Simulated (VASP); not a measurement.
# Bi2Se3 (R-3m) in VASP: further runs

Runs on Bi2Se3. Level: PBE. Tasks: single point.

Everything below comes from runs of VASP 6.6.1. Logs are shortened: lines on timing, memory, paths and dates and some standing lists are left out, and cuts for length are marked.

### Step 1. The cell of the first run

The structure is trigonal, space group R-3m (No. 166). Conventional cell: a = 4.101 Å, b = 4.101 Å, c = 28.970 Å, α = 90.00°, β = 90.00°, γ = 120.00°. Bi (site symmetry 3m) has 6 Se at 2.84 to 3.06 Å within 3.7 Å. Se (site symmetry 3m) has 3 Bi at 2.84 Å and 3 Se at 3.55 Å within 3.7 Å. Se (site symmetry -3m) has 6 Bi at 3.06 Å within 4.0 Å.

### Step 2. Single point, PBE (strain -1.0%)

File INCAR:

```
  ALGO = Normal
  EDIFF = 1E-6
  ENCUT = 520
  GGA = PE
  ISIF = 2
  ISMEAR = -1
  LASPH = T
  LCHARG = F
  LREAL = F
  LWAVE = F
  NBANDS = 32
  NELM = 100
  PREC = Accurate
  SIGMA = 0.02
```

File KPOINTS:

```
k-points
0
Gamma
  8 8 8
```

File POSCAR:

```
Bi2Se3
1.0
    2.0504717334      1.1838404072      9.6567730545
   -2.0504717334      1.1838404072      9.6567730545
    0.0000000000     -2.3676808144      9.6567730545
Bi Se
2 3
Direct
    0.4000591702      0.4000591702      0.4000591702
    0.5999408298      0.5999408298      0.5999408298
    0.2124000244      0.2124000244      0.2124000244
    0.7875999756      0.7875999756      0.7875999756
    0.0000000000      0.0000000000      0.0000000000
```

Potentials or basis: VASP PAW PBE potentials, release 64 (Bi_d, Se).

Run with:

```bash
> cat potpaw_PBE.64/Bi_d/POTCAR potpaw_PBE.64/Se/POTCAR > POTCAR
> mpirun -np 1 vasp_std > vasp.out
```

OUTCAR:

```text
EDIFF = 1E-6
   ENCUT = 520
   GGA = PE
   ISIF = 2
   ISMEAR = -1
   LASPH = T
   LREAL = F
   NELM = 100
   PREC = Accurate

 ion  position               nearest neighbor table
   1  0.400  0.400  0.400-   4 2.84   4 2.84   4 2.84   5 3.06   5 3.06   5 3.06
   2  0.600  0.600  0.600-   3 2.84   3 2.84   3 2.84   5 3.06   5 3.06   5 3.06
   3  0.212  0.212  0.212-   2 2.84   2 2.84   2 2.84
   4  0.788  0.788  0.788-   1 2.84   1 2.84   1 2.84
   5  0.000  0.000  0.000-   2 3.06   1 3.06   2 3.06   2 3.06   1 3.06   1 3.06

  LATTYP: Found a trigonal (rhomboedric) cell.
 ALAT       =     9.9427952943
 COS(alpha) =     0.9149409412

  Lattice vectors:

 A1 = (   2.0504717334,   1.1838404072,   9.6567730545)
 A2 = (  -2.0504717334,   1.1838404072,   9.6567730545)
 A3 = (   0.0000000000,  -2.3676808144,   9.6567730545)

Analysis of symmetry for initial positions (statically):
=====================================================================
 Subroutine PRICEL returns:
 Original cell was already a primitive cell.

 Routine SETGRP: Setting up the symmetry group for a
 trigonal (rhombohedral) supercell.

 Subroutine GETGRP returns: Found 12 space group operations
 (whereof 12 operations were pure point group operations)
 out of a pool of 12 trial point group operations.

The static configuration has the point symmetry D_3d.

Analysis of symmetry for dynamics (positions and initial velocities):
=====================================================================
 Subroutine PRICEL returns:
 Original cell was already a primitive cell.

 Routine SETGRP: Setting up the symmetry group for a
 trigonal (rhombohedral) supercell.

 Subroutine GETGRP returns: Found 12 space group operations
 (whereof 12 operations were pure point group operations)
 out of a pool of 12 trial point group operations.

The dynamic configuration has the point symmetry D_3d.

 Subroutine INISYM returns: Found 12 space group operations
 (whereof 12 operations are pure point group operations),
 and found     1 'primitive' translations

----------------------------------------------------------------------------------------

                                     Primitive cell

  volume of cell :     140.6469

  direct lattice vectors                    reciprocal lattice vectors
     2.050471733  1.183840407  9.656773055     0.243846327  0.140784742  0.034518087
    -2.050471733  1.183840407  9.656773055    -0.243846327  0.140784742  0.034518087
     0.000000000 -2.367680814  9.656773055     0.000000000 -0.281569485  0.034518087

  length of vectors
     9.942795294  9.942795294  9.942795294     0.283677410  0.283677410  0.283677410

  position of ions in fractional coordinates (direct lattice)
     0.400059170  0.400059170  0.400059170
     0.599940830  0.599940830  0.599940830
     0.212400024  0.212400024  0.212400024
     0.787599976  0.787599976  0.787599976
     0.000000000  0.000000000  0.000000000

  ion indices of the primitive-cell ions
   primitive index   ion index
                 1           1
                 2           2
                 3           3
                 4           4
                 5           5

----------------------------------------------------------------------------------------

 KPOINTS: k-points

Automatic generation of k-mesh.
 Grid dimensions read from file:
 generate k-points for:    8    8    8

 Generating k-lattice:

  Cartesian coordinates                     Fractional coordinates (reciprocal lattice)
     0.030480791  0.017598093  0.004314761     0.125000000  0.000000000 -0.000000000
    -0.030480791  0.017598093  0.004314761     0.000000000  0.125000000 -0.000000000
     0.000000000 -0.035196186  0.004314761    -0.000000000 -0.000000000  0.125000000

  Length of vectors
     0.035459676  0.035459676  0.035459676

  Shift w.r.t. Gamma in fractional coordinates (k-lattice)
     0.000000000  0.000000000  0.000000000

 Subroutine IBZKPT returns following result:
 ===========================================

 Found     65 irreducible k-points:

 Following reciprocal coordinates:
            Coordinates               Weight
  0.000000  0.000000  0.000000      1.000000
  0.125000 -0.000000 -0.000000      6.000000
  0.250000 -0.000000 -0.000000      6.000000
  0.375000  0.000000 -0.000000      6.000000
  0.500000 -0.000000 -0.000000      3.000000
  0.125000  0.125000 -0.000000      6.000000
[... 16 lines left out ...]
  0.250000  0.125000  0.125000      6.000000
  0.375000  0.125000  0.125000      6.000000
 [... further k-points ...]
   k-points           NKPTS =     65   k-points in BZ     NKDIM =     65   number of bands    NBANDS=     32
   number of dos      NEDOS =    301   number of ions     NIONS =      5
   total plane-waves  NPLWV = 512000
   dimension x,y,z NGX =    80 NGY =   80 NGZ =   80
   dimension x,y,z NGXF=   160 NGYF=  160 NGZF=  160
   ions per type =               2   3
   NGX,Y,Z   is equivalent  to a cutoff of  13.38, 13.38, 13.38 a.u.
   NGXF,Y,Z  is equivalent  to a cutoff of  26.75, 26.75, 26.75 a.u.
 SYSTEM =  unknown system
   PREC   = accura    normal or accurate (medium, high low for compatibility)
   ISTART =      0    job   : 0-new  1-cont  2-samecut
   ICHARG =      2    charge: 1-file 2-atom 10-const
   ISPIN  =      1    spin polarized calculation?
   LNONCOLLINEAR =      F non collinear calculations
   LSORBIT =      F    spin-orbit coupling
   LASPH  =      T    aspherical Exc in radial PAW
   ENCUT  =  520.0 eV  38.22 Ry    6.18 a.u.  18.49 18.49 18.49*2*pi/ulx,y,z
   NELM   =    100;   NELMIN=  2; NELMDL= -5     # of ELM steps
   EDIFF  = 0.1E-05   stopping-criterion for ELM
   LREAL  =      F    real-space projection
   EDIFFG = 0.1E-04   stopping-criterion for IOM
   NSW    =      0    number of steps for IOM
   IBRION =     -1    ionic relax: 0-MD 1-quasi-New 2-CG
   NFREE  =      0    steps in history (QN), initial steepest desc. (CG)
   ISIF   =      2    stress and relaxation
   ISYM   =      2    0-nonsym 1-usesym 2-fastsym
   POTIM  = 0.5000    time-step for ionic-motion
   TEBEG  =    0.0;   TEEND  =   0.0 temperature during run
   PSTRESS=    0.0 pullay stress
   NELECT =      48.0000    total number of electrons
   NUPDOWN=      -1.0000    fix difference up-down
   EMIN   =  10.00;   EMAX   =-10.00  energy-range for DOS
   EFERMI =   0.00;   METHOD = LEGACY
   ISMEAR =    -1;   SIGMA  =   0.02  broadening in eV -4-tet -1-fermi 0-gaus
   EFERMI_NEDOS =   21; number of points for ismear=-14 and -15
   IALGO  =     38    algorithm
   IMIX   =      4    mixing-type and parameters
     AMIX     =   0.40;   BMIX     =  1.00
     AMIX_MAG =   1.60;   BMIX_MAG =  1.00
  volume/ion in A,a.u.               =      28.13       189.83
  Fermi-wavevector in a.u.,A,eV,Ry     =   1.144050  2.161942 17.808004  1.308851
  Thomas-Fermi vector in A             =   2.280744
   LORBIT       =      0    0 simple, 1 ext, 2 COOP (PROOUT), +10 PAW based schemes
   GGA     = PE    functional components
   LHFCALC =     F    Hartree Fock is set to
   AEXX    =    0.0000 exact exchange contribution
   IVDW    =     0    specifies the selected vdW correction
   LEPSILON=     F    determine dielectric tensor
   LRPA    =     F    only Hartree local field effects (RPA)
 non-spin polarized calculation
  energy-cutoff  :      520.00
  volume of cell :      140.65
 maximum number of plane-waves:      3828
 NGX is ok and might be reduce to    80
   NGX = 37   NGY = 37   NGZ = 37

 number of electron      48.0000001 magnetization

 Free energy of the ion-electron system (eV)
  ---------------------------------------------------
  ext. energy  EPLUGINS =         0.00000000
  ---------------------------------------------------
  free energy    TOTEN  =       -20.12593153 eV

  energy without entropy =      -20.12593041  energy(sigma->0) =      -20.12593097

 E-fermi :   5.2264     XC(G=0):  -9.5303

 val. band max:        5.0855207731   @ k =   0.0000   0.0000   0.0000
 cond. band min:       5.3674323834   @ k =   0.0000   0.0000   0.0000
 fundamental gap:      0.2819116104
 Fermi energy:         5.2264164320

 k-point     1 :       0.0000    0.0000    0.0000
  band No.  band energies     occupation
      1     -18.0714      2.00000
      2     -18.0714      2.00000
      3     -18.0696      2.00000
      4     -18.0696      2.00000
      5     -18.0594      2.00000
      6     -18.0566      2.00000
[... 24 lines left out ...]
     31      10.8399      0.00000
     32      12.0980      0.00000

 k-point     2 :       0.1250   -0.0000   -0.0000
  band No.  band energies     occupation
      1     -18.0736      2.00000
      2     -18.0714      2.00000
      3     -18.0672      2.00000
      4     -18.0654      2.00000
      5     -18.0569      2.00000
      6     -18.0542      2.00000
[... 24 lines left out ...]
     31      10.5471      0.00000
     32      11.1486      0.00000

 k-point     3 :       0.2500   -0.0000   -0.0000
  band No.  band energies     occupation
      1     -18.0806      2.00000
      2     -18.0772      2.00000
      3     -18.0585      2.00000
      4     -18.0572      2.00000
      5     -18.0566      2.00000
      6     -18.0528      2.00000
[... 24 lines left out ...]
     31       9.6376      0.00000
     32      11.3675      0.00000

 k-point     4 :       0.3750    0.0000   -0.0000
  band No.  band energies     occupation
      1     -18.0888      2.00000
      2     -18.0840      2.00000
      3     -18.0619      2.00000
      4     -18.0570      2.00000
      5     -18.0556      2.00000
      6     -18.0517      2.00000
[... 24 lines left out ...]
     31       9.5404      0.00000
     32      11.4044      0.00000

 k-point     5 :       0.5000   -0.0000   -0.0000
  band No.  band energies     occupation
      1     -18.0924      2.00000
      2     -18.0870      2.00000
      3     -18.0638      2.00000
      4     -18.0587      2.00000
      5     -18.0558      2.00000
      6     -18.0510      2.00000
[... 584 lines left out ...]
     31      10.3479      0.00000
     32      11.7433      0.00000

 k-point    22 :       0.1250    0.1250    0.1250
  band No.  band energies     occupation
      1     -18.0714      2.00000
      2     -18.0714      2.00000
      3     -18.0696      2.00000
      4     -18.0696      2.00000
      5     -18.0594      2.00000
      6     -18.0566      2.00000
[... 24 lines left out ...]
     31      10.8388      0.00000
     32      11.9277      0.00000

 k-point    23 :       0.2500    0.1250    0.1250
  band No.  band energies     occupation
      1     -18.0736      2.00000
      2     -18.0714      2.00000
      3     -18.0672      2.00000
      4     -18.0654      2.00000
      5     -18.0569      2.00000
      6     -18.0542      2.00000
[... 24 lines left out ...]
     31      10.5045      0.00000
     32      11.3195      0.00000

 k-point    24 :       0.3750    0.1250    0.1250
  band No.  band energies     occupation
      1     -18.0806      2.00000
      2     -18.0772      2.00000
      3     -18.0585      2.00000
      4     -18.0572      2.00000
      5     -18.0566      2.00000
      6     -18.0528      2.00000
[... 24 lines left out ...]
     31       9.6956      0.00000
     32      11.4319      0.00000

 [... further k-points ...]
[... 5 lines left out ...]
  --------------------------------------------------------------------------------------
  -------------------------------------------------------------------------------------
  Total        3.1884354      3.1884354      2.6348950      0.0000000     -0.0000000      0.0000000
  in kB       36.3210155     36.3210155     30.0153686      0.0000000     -0.0000000      0.0000000
  external PRESSURE =      34.2191332 kB  Pullay stress =       0.0000000 kB

 VOLUME and BASIS-vectors are now :
 -----------------------------------------------------------------------------
  energy-cutoff  :      520.00
  volume of cell :      140.65
      direct lattice vectors                 reciprocal lattice vectors
     2.050471733  1.183840407  9.656773055     0.243846327  0.140784742  0.034518087
    -2.050471733  1.183840407  9.656773055    -0.243846327  0.140784742  0.034518087
     0.000000000 -2.367680814  9.656773055     0.000000000 -0.281569485  0.034518087

 POSITION                                       TOTAL-FORCE (eV/Angst)
 -----------------------------------------------------------------------------------
      0.00000      0.00000     11.58984         0.000000      0.000000     -0.106976
      0.00000      0.00000     17.38048         0.000000     -0.000000      0.106976
      0.00000      0.00000      6.15330         0.000000     -0.000000     -0.208656
      0.00000      0.00000     22.81702         0.000000     -0.000000      0.208656
      0.00000      0.00000      0.00000         0.000000     -0.000000      0.000000
 -----------------------------------------------------------------------------------
    total drift:                               -0.000000     -0.000000      0.000000

  FREE ENERGIE OF THE ION-ELECTRON SYSTEM (eV)
  ---------------------------------------------------
  free  energy   TOTEN  =       -20.1259315263 eV

  energy  without entropy=      -20.1259304106  energy(sigma->0) =      -20.12593097
```

Run time: 12 min. Hardware: 1 thread of Intel Xeon 6975P-C (Granite Rapids), shared host; peak memory 1 GiB.

What came out:

```
Free energy            : -20.1259 eV
Pressure               : 3.4 GPa
Largest force          : 0.209 eV/Å
Band gap on the k mesh : 0.28 eV, direct
```

Forces in eV/Å, atoms in the order of the input:
```
Bi   0.000  0.000 -0.107
Bi   0.000  0.000  0.107
Se   0.000  0.000 -0.209
Se   0.000  0.000  0.209
Se   0.000  0.000  0.000
```

Stress tensor (GPa, compression positive):
```
3.63 0.00 0.00
0.00 3.63 0.00
0.00 0.00 3.00
```

Caveat: the cell differs from its parent crystal (strain -1.0%); spin-orbit coupling is left out, which moves the levels of the heavy elements.

(Continued in part 2 of 2.)
